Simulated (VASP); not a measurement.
# TiAl16O24 (a cell with a defect) in VASP: a series of runs, part 3 of 3

VASP 6.6.1. The steps go on from the part before.

**5. Single point, PBE, collinear spin**

INCAR reads:

```
SYSTEM = TiAl16O24
PREC     = Accurate       ! precision mode
ENCUT    = 520            ! plane-wave cutoff, eV
EDIFF    = 1E-6           ! SCF threshold, eV
ISMEAR   = -1             ! smearing method
SIGMA    = 0.01           ! smearing width, eV
LREAL    = Auto         
LASPH    = .TRUE.         ! aspherical terms in the spheres
NELM     = 200            ! most SCF steps
ALGO     = Normal         ! electronic algorithm
ISIF     = 2              ! what is computed and relaxed
LWAVE    = .FALSE.        ! write WAVECAR
LCHARG   = .TRUE.         ! write CHGCAR
ISPIN    = 2              ! spin polarisation
MAGMOM   = 0 0 0 0 0 0 0 0 0 0 0 0 0 0 0 0 0 0 0.02 0 0 0.01 0 0 0 0 0.02 0 0 0 0 0.02 0 0 0.01 0.02 0 0 0 0 1.19 ! initial moments
LORBIT   = 11             ! projections on sites
NUPDOWN  = 2.0            ! fixed moment
LMAXMIX  = 4              ! l up to which the mixer works
GGA      = PE             ! functional
LELF     = .TRUE.         ! ELF
LVHAR    = .TRUE.       
NBANDS   = 132            ! bands
GGA_COMPAT= .FALSE.
```

KPOINTS reads:

```
Automatic mesh
0
G
  1 1 1
  0 0 0
```

POSCAR reads:

```
TiAl16O24
1.0
    2.4039417622      1.3879164235      4.3742070937
   -4.8078835245      2.7758328471      8.7484141875
    0.0000000000     -5.5516656942      8.7484141875
Al O Ti
16 24 1
Direct
    0.6435322687      0.3153779818      0.3362800130
    0.8493028221      0.4235517817      0.4283219070
    0.1506838216      0.0714880289      0.0761167590
    0.3573325837      0.1703897252      0.1785578884
    0.6479441446      0.3203825314      0.8101897894
    0.8399870393      0.4112348433      0.9097160060
    0.1466281699      0.0737714480      0.5738931584
    0.3521671457      0.1728445999      0.6769200198
    0.6446169495      0.8280465591      0.3243152630
    0.8500601378      0.9270745994      0.4274086281
    0.1572927730      0.5897581929      0.0913789309
    0.3489431605      0.6805126869      0.1911754006
    0.6393637236      0.8304867056      0.8227538716
    0.8460042691      0.9294335512      0.9250863680
    0.1475055310      0.5773227615      0.5729360390
    0.3533779449      0.6854211915      0.6649983731
    0.4430696938      0.0270706170      0.3769460131
    0.9406755551      0.1238502482      0.2784900801
    0.0491774218      0.3566537134      0.2431807834
    0.7542104186      0.2163664925      0.0288049562
    0.2440035313      0.2754698329      0.4766904812
    0.5173644532      0.4773245289      0.1540269888
    0.4386792337      0.0317888758      0.8734995956
    0.9476579628      0.1225960306      0.7769368327
    0.0700198048      0.3723251538      0.7128688130
    0.7437046836      0.2168732323      0.5354796019
    0.2807170855      0.2603376899      0.9703798227
    0.5537196241      0.4720812111      0.6197505721
    0.4431902271      0.5287908832      0.3815441711
    0.9268591592      0.6285551660      0.2883520534
    0.0490471634      0.8783248962      0.2243192672
    0.7156473529      0.7407576475      0.0307824536
    0.2530239938      0.7839640510      0.4658611389
    0.5580633442      0.9692088591      0.1276998726
    0.4797854726      0.5235860412      0.8471459032
    0.9473544417      0.6440015698      0.7582425120
    0.0560696042      0.8769699397      0.7227462242
    0.7528313722      0.7253958956      0.5245643279
    0.2423899353      0.7847017265      0.9723493924
    0.5536353646      0.9737733438      0.6243430428
    0.9984934572      0.5004840946      0.0007081254
```

Launch:

```
cat potpaw_PBE.64/Al/POTCAR potpaw_PBE.64/O/POTCAR potpaw_PBE.64/Ti_sv/POTCAR > POTCAR
mpirun -np 1 vasp_gam > vasp.out
```

Run time: 2.2 min. Hardware: 1 thread of AMD EPYC 9R45 (Zen 5), shared host; peak memory 0.71 GiB.

It converged, with:

| Property | Result |
| --- | --- |
| Free energy | -295.4823 eV |
| Pressure | 15.8 GPa |
| Largest force | 0.887 eV/Å |
| Net moment | 2.00 μB per cell |
| Site moments | Al +0.00, +0.01, -0.01, -0.00 (each value once); O +0.00, +0.01 (each value once); Ti +1.40 μB |
| Valence electrons inside the program's atomic spheres | Al 0.72, 0.71, 0.70, 0.73, 0.81 (each value once); O 5.20, 5.18, 5.17, 5.19, 5.21 (each value once); Ti 10.89 |

Forces on the atoms (eV/Å):
```
Al  -0.023 -0.426 -0.095
Al   0.004 -0.158  0.140
Al  -0.015  0.013 -0.110
Al   0.201  0.071  0.028
Al   0.215 -0.003 -0.103
Al   0.026 -0.060 -0.386
Al  -0.092  0.037 -0.033
Al   0.023  0.067  0.024
Al  -0.023 -0.069 -0.026
Al   0.091 -0.034  0.034
Al  -0.026  0.052  0.395
Al  -0.216  0.003  0.098
Al  -0.204 -0.068 -0.030
Al   0.015 -0.014  0.113
Al  -0.001  0.161 -0.139
Al   0.020  0.425  0.091
O    0.178 -0.370  0.047
O   -0.266  0.475  0.071
O    0.023  0.082 -0.091
O    0.247 -0.627  0.152
O   -0.402  0.675 -0.014
O   -0.104  0.175  0.237
O    0.259 -0.430  0.068
O   -0.232  0.435  0.031
O    0.163 -0.379  0.055
O    0.390 -0.598 -0.032
O   -0.503  0.722 -0.114
O   -0.261  0.327 -0.079
O    0.255 -0.327  0.078
O   -0.162  0.381 -0.052
O    0.235 -0.434 -0.032
O    0.504 -0.718  0.117
O   -0.391  0.599  0.031
O   -0.260  0.428 -0.068
O    0.097 -0.181 -0.243
O   -0.019 -0.083  0.105
O    0.265 -0.478 -0.073
O    0.402 -0.675  0.011
O   -0.241  0.627 -0.150
O   -0.181  0.369 -0.044
Ti   0.008  0.009 -0.012
```

Stress tensor (GPa, compression positive):
```
13.43 -1.12 -0.76
-1.12 18.55 -1.73
-0.76 -1.73 15.31
```

Caveat: the k points lie up to 1.22 Å⁻¹ apart, too coarse for converged energies, forces and pressures; the total moment is fixed, so each spin has its own Fermi level and the state may be an excited one.

**6. Single point, PBE, collinear spin**

INCAR reads:

```
SYSTEM = TiAl16O24
PREC = Accurate ; ENCUT = 520
EDIFF = 1E-6 ; ISMEAR = -1
SIGMA = 0.01 ; LREAL = Auto
LASPH = .True. ; NELM = 200
ALGO = Normal ; ISIF = 2
LWAVE = .False. ; LCHARG = .False.
ISPIN = 2 ; MAGMOM = 0 0 0 0 0 0.02 0 0 0 0 0.02 0 0 0 0 0 0 0 0.02 0 0 0.03 0 0 0 0 0.03 0 0 0 0 0.03 0 0 0.03 0.02 0 0 0 0 1.2
LORBIT = 11 ; NUPDOWN = 2.0
LMAXMIX = 4 ; GGA = PE
NBANDS = 132 ; NELECT = 202.0
GGA_COMPAT = .False.
```

KPOINTS reads:

```
regular mesh
0
Gamma
  1 1 1
  0 0 0
```

POSCAR reads:

```
TiAl16O24
1.0
    2.4039417622      1.3879164235      4.3742070937
   -4.8078835245      2.7758328471      8.7484141875
    0.0000000000     -5.5516656942      8.7484141875
Al O Ti
16 24 1
Direct
    0.6416043901      0.3161798701      0.3349150338
    0.8540840705      0.4242222387      0.4293478030
    0.1499481558      0.0722186412      0.0737971874
    0.3609938868      0.1637672307      0.1842348471
    0.6549700931      0.3100254428      0.8104683048
    0.8354904276      0.4082644750      0.9095932566
    0.1498040723      0.0710602310      0.5739666725
    0.3576377510      0.1735765176      0.6740853056
    0.6476040963      0.8252966570      0.3262276426
    0.8554298342      0.9278691122      0.4263208414
    0.1700006169      0.5907092783      0.0903768051
    0.3502679300      0.6887588476      0.1897741627
    0.6442692271      0.8351992739      0.8160456750
    0.8551789123      0.9267142943      0.9265138928
    0.1511558651      0.5746936310      0.5708755654
    0.3634839886      0.6827950999      0.6654150044
    0.4465294987      0.0249195520      0.3782241945
    0.9477419503      0.1277397591      0.2750129664
    0.0755032809      0.3714802520      0.2217696772
    0.7477324185      0.2162703041      0.0231514465
    0.2478287466      0.2764281269      0.4736048112
    0.5609870958      0.4647630932      0.1303288751
    0.4473309784      0.0284112934      0.8738667522
    0.9554492339      0.1179681452      0.7747340531
    0.0528583921      0.3744657195      0.7131226347
    0.7518877600      0.2214374876      0.5280182811
    0.2533417335      0.2743806514      0.9620113925
    0.5474596127      0.4728520219      0.6254820355
    0.4577985103      0.5260265214      0.3748570482
    0.9523618258      0.6245011719      0.2870077929
    0.0498067540      0.8809222661      0.2255338570
    0.7518633801      0.7245810770      0.0381783741
    0.2532605884      0.7774526186      0.4723467368
    0.5577828527      0.9706465741      0.1264267011
    0.4437058768      0.5345607213      0.8701808378
    0.9297133754      0.6274165653      0.7784960849
    0.0573455124      0.8712601125      0.7252800317
    0.7573095752      0.7224830198      0.5267338994
    0.2573488636      0.7828338287      0.9770229577
    0.5587338423      0.9740060671      0.6220917107
    1.0025050331      0.4994484794      0.0001381831
```

Potentials or basis: VASP PAW PBE potentials, release 64 (Al, O, Ti_sv).

Launch:

```
cat potpaw_PBE.64/Al/POTCAR potpaw_PBE.64/O/POTCAR potpaw_PBE.64/Ti_sv/POTCAR > POTCAR
mpirun -np 1 vasp_gam > vasp.out
```

OUTCAR:

```text
SYSTEM = TiAl16O24
   PREC = Accurate
   ENCUT = 520
   EDIFF = 1E-6
   ISMEAR = -1
   LREAL = Auto
   LASPH = .True.
   NELM = 200
   ISIF = 2
   ISPIN = 2
   LORBIT = 11
   NUPDOWN = 2.0
   GGA = PE
   NELECT = 202.0

 ion  position               nearest neighbor table
   1  0.642  0.316  0.335-  21 1.83  18 1.86  22 1.90  26 1.93  29 2.01  19 2.11   2 2.70   8 2.72
                            41 2.88   4 2.88  12 2.96  10 3.18   2 3.22
   2  0.854  0.424  0.429-  21 1.85  28 1.87  30 1.90  29 1.96  26 1.99  19 2.01   1 2.70  11 2.79
                            15 2.81   7 2.82   5 3.08   1 3.22   9 3.28
   3  0.150  0.072  0.074-  31 1.83  23 1.87  20 1.91  27 1.96  18 1.99  34 2.00   4 2.69   6 2.76
                            10 2.82  14 2.82  12 3.10   4 3.23   8 3.27
   4  0.361  0.164  0.184-  17 1.82  20 1.87  19 1.91  34 1.94  18 1.96  27 2.16   3 2.69   9 2.71
                             1 2.88  41 2.88   5 2.97   7 3.19   3 3.23
   5  0.655  0.310  0.810-  24 1.78  28 1.81  27 1.85  25 2.04  20 2.07  35 2.23   6 2.52   8 2.79
                            41 2.90  16 2.96   4 2.97   2 3.08  14 3.10   7 3.35
   6  0.835  0.408  0.910-  25 1.81  20 1.82  35 1.82  27 1.99  36 2.06  22 2.11  41 2.32   5 2.52
                             3 2.76  15 2.78  11 2.87   8 3.31
   7  0.150  0.071  0.574-  17 1.85  26 1.88  37 1.88  24 1.95  40 1.99  21 1.99   8 2.68  14 2.82
                            10 2.82   2 2.82  16 3.18   4 3.19   8 3.24   5 3.35
   8  0.358  0.174  0.674-  25 1.86  26 1.87  23 1.88  40 1.96  21 1.98  24 1.99   7 2.68  13 2.71
                             1 2.72   5 2.79   7 3.24   3 3.27  15 3.28   6 3.31
[... 559 lines left out ...]
     0.000000000 -5.551665694  8.748414187    -0.000000000 -0.120084080  0.038102144

 POSITION                                       TOTAL-FORCE (eV/Angst)
 -----------------------------------------------------------------------------------
      0.02222     -0.09118      8.50256        -0.039884     -0.234104     -0.036853
      0.01356     -0.02063     11.20332         0.057520     -0.056408      0.046227
      0.01325     -0.00111      1.93331        -0.037662      0.038434     -0.046894
      0.08043     -0.06719      4.62353         0.020664      0.082610      0.016927
      0.08394     -2.72983     12.66752         0.013717     -0.073826     -0.036585
      0.04558     -2.75689     15.18377         0.018760     -0.000348      0.100674
[... 33 lines left out ...]
     -3.33974      0.02551     16.40734        -0.189656      0.362556     -0.011083
     -2.39527      1.38910      4.38155         0.000165     -0.002134     -0.005998
 -----------------------------------------------------------------------------------
    total drift:                               -0.009087     -0.005615      0.009803

  FREE ENERGIE OF THE ION-ELECTRON SYSTEM (eV)
  ---------------------------------------------------
  free  energy   TOTEN  =      -318.4897718778 eV

  energy  without entropy=     -318.4897718702  energy(sigma->0) =     -318.48977187

 total charge

# of ion       s       p       d       tot
------------------------------------------
    1        0.304   0.383   0.000   0.687
    2        0.299   0.379   0.000   0.678
    3        0.301   0.379   0.000   0.680
    4        0.306   0.383   0.000   0.690
    5        0.316   0.391   0.000   0.708
    6        0.330   0.422   0.000   0.751
[... 33 lines left out ...]
   40        1.543   3.648   0.000   5.191
   41        2.190   6.225   2.325  10.740
--------------------------------------------------
tot         44.105  99.704   2.325 146.135

 magnetization (x)

# of ion       s       p       d       tot
------------------------------------------
    1        0.001   0.000   0.000   0.001
    2        0.000   0.001   0.000   0.001
    3        0.001   0.001   0.000   0.002
    4        0.001   0.000   0.000   0.001
    5        0.002   0.000   0.000   0.002
    6        0.012   0.013   0.000   0.025
[... 33 lines left out ...]
   40        0.000   0.001   0.000   0.001
   41        0.014   0.014   1.443   1.471
--------------------------------------------------
tot          0.056   0.163   1.443   1.663
```

OSZICAR:

```text
N       E                     dE             d eps       ncg     rms          rms(c)
DAV:   1     0.217971903339E+04    0.21797E+04   -0.11921E+05   544   0.157E+03
DAV:   2    -0.112849071522E+03   -0.22926E+04   -0.21753E+04   752   0.393E+02
[... 13 lines left out ...]
DAV:  16    -0.318489434520E+03    0.62557E-04   -0.42908E-03   696   0.273E-01    0.172E-01
DAV:  17    -0.318489749100E+03   -0.31458E-03   -0.20115E-03   688   0.154E-01    0.411E-02
DAV:  18    -0.318489766112E+03   -0.17012E-04   -0.24837E-04   696   0.526E-02    0.196E-02
DAV:  19    -0.318489770242E+03   -0.41297E-05   -0.47619E-05   624   0.247E-02    0.124E-02
DAV:  20    -0.318489771262E+03   -0.10204E-05   -0.83617E-06   624   0.126E-02    0.598E-03
DAV:  21    -0.318489771878E+03   -0.61556E-06   -0.39074E-06   544   0.760E-03
   1 F= -.31848977E+03 E0= -.31848977E+03  d E =-.753332E-08  mag=     2.0000
```

Wall time 3 min (1 thread of AMD EPYC 9R45 (Zen 5), shared host); peak memory 0.71 GiB.

What came out:

```yaml
Free_energy: -318.4898 eV
Largest_force: 0.775 eV/Å
Net_moment: 2.00 μB per cell
Site_moments: Al +0.00, +0.03 (each value once); O +0.00, +0.01, +0.02 (each value once); Ti +1.47 μB
Valence_electrons_inside_the_program's_atomic_spheres: Al 0.69, 0.68, 0.71, 0.75 (each value once); O 5.19, 5.17, 5.13, 5.20, 5.21, 5.18, 5.16 (each value once); Ti 10.74
```

Forces on the atoms (eV/Å):
```
Al  -0.040 -0.234 -0.037
Al   0.058 -0.056  0.046
Al  -0.038  0.038 -0.047
Al   0.021  0.083  0.017
Al   0.014 -0.074 -0.037
Al   0.019  0.000  0.101
Al  -0.085  0.052 -0.027
Al  -0.007  0.084  0.048
Al   0.006 -0.079 -0.049
Al   0.083 -0.056  0.028
Al  -0.030 -0.006 -0.089
Al  -0.017  0.071  0.038
Al  -0.021 -0.091 -0.023
Al   0.036 -0.039  0.053
Al  -0.062  0.062 -0.037
Al   0.043  0.235  0.032
O    0.190 -0.356  0.008
O   -0.229  0.370  0.060
O    0.244 -0.186  0.005
O    0.376 -0.675  0.055
O   -0.379  0.667  0.035
O   -0.210  0.598 -0.146
O    0.225 -0.416  0.044
O   -0.216  0.405  0.028
O    0.262 -0.398 -0.036
O    0.358 -0.630 -0.031
O   -0.339  0.682 -0.027
O   -0.293  0.417 -0.010
O    0.285 -0.412  0.011
O   -0.272  0.390  0.035
O    0.218 -0.404 -0.026
O    0.336 -0.684  0.026
O   -0.358  0.639  0.033
O   -0.216  0.414 -0.050
O    0.224 -0.600  0.143
O   -0.244  0.191 -0.002
O    0.236 -0.368 -0.062
O    0.384 -0.664 -0.038
O   -0.371  0.672 -0.052
O   -0.190  0.363 -0.011
Ti   0.000 -0.002 -0.006
```

Caveat: the k points lie up to 1.22 Å⁻¹ apart, too coarse for converged energies, forces and pressures; the cell carries a net charge on a neutralising background, which shifts energy and pressure; the cell is charged against a uniform background, so pressure and absolute levels hang on convention; the total moment is fixed, so each spin has its own Fermi level and the state may be an excited one.
